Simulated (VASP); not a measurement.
Pb: relaxation of cell and atoms with LDA

The system is Pb.

```
Pb
1.0
     0.00000    2.77186    2.77186
     2.77186    0.00000    2.77186
     2.77186    2.77186    0.00000
Pb
2
Direct
  0.87500 0.87500 0.87500
  0.12500 0.12500 0.12500
```

```json
{"Program": "VASP 6.6.1", "Task": "relaxation of cell and atoms", "Functional": "LDA", "Potentials or basis": "VASP PAW LDA potentials, release 64 (Pb_d)", "Cutoff": "600 eV", "k mesh": "12 × 12 × 12", "Occupations": "fermi-dirac, width 0.05 eV", "Spin": "no spin polarisation", "Target pressure": "97 GPa", "Dipole correction": "no", "Further INCAR settings": "ALGO = Normal; EDIFF = 1e-07; IBRION = 2; EDIFFG = -0.005; NSW = 32; ISIF = 3"}
```

- Relaxed volume: 21.35 Å³/atom
- Relaxed cell: a = 3.923 Å, b = 3.923 Å, c = 3.923 Å, α = 60.00°, β = 60.00°, γ = 60.00°
- Space group after relaxing (to 0.05 Å): Fd-3m (No. 227)
- Energy change on relaxing (the enthalpy is what falls): -31.0 meV/atom
- Ionic steps: 3
- Pressure after relaxing: 97.0 GPa
- Band gap on the k mesh: zero (band 14 reaches 13.95 eV, above the bottom of band 15 at 12.85 eV)

The path:
| step | energy change (eV) | largest force (eV/Å) | pressure (GPa) | volume (Å³) |
| --- | --- | --- | --- | --- |
| 1 | 0.0000 | 0.0000 | 97.94 | 42.59 |
| 2 | -0.4577 | 0.0000 | 90.97 | 43.37 |
| 3 | -0.0620 | 0.0000 | 97.00 | 42.70 |

Final structure:
```
Pb
1.0
     0.00000    2.77407    2.77407
     2.77407    0.00000    2.77407
     2.77407    2.77407    0.00000
Pb
2
Cartesian
  4.8546 4.8546 4.8546
  0.6935 0.6935 0.6935
```

Levels at points of the mesh, in eV from the Fermi level:
| k point | band 11 | band 12 | band 13 | band 14 | band 15 | band 16 | band 17 | band 18 |
| --- | --- | --- | --- | --- | --- | --- | --- | --- |
| (0.00, 0.00, 0.00) | -17.36 | 0.13 | 0.89 | 0.89 | 0.89 | 2.53 | 2.53 | 2.53 |
| (0.50, 0.00, 0.00) | -13.55 | -10.52 | -2.02 | -2.02 | 0.06 | 3.56 | 4.00 | 4.00 |
| (0.50, 0.50, 0.00) | -11.40 | -11.40 | -4.98 | -4.98 | -0.04 | -0.04 | 11.09 | 11.09 |

It took 99 s on 1 thread of Intel Xeon 6975P-C (shared host), peak memory 0.2 GiB.

Caveat: the cell is relaxed towards a set pressure, so the enthalpy falls and the energy may rise; spin-orbit coupling is left out, which moves the levels of the heavy elements.
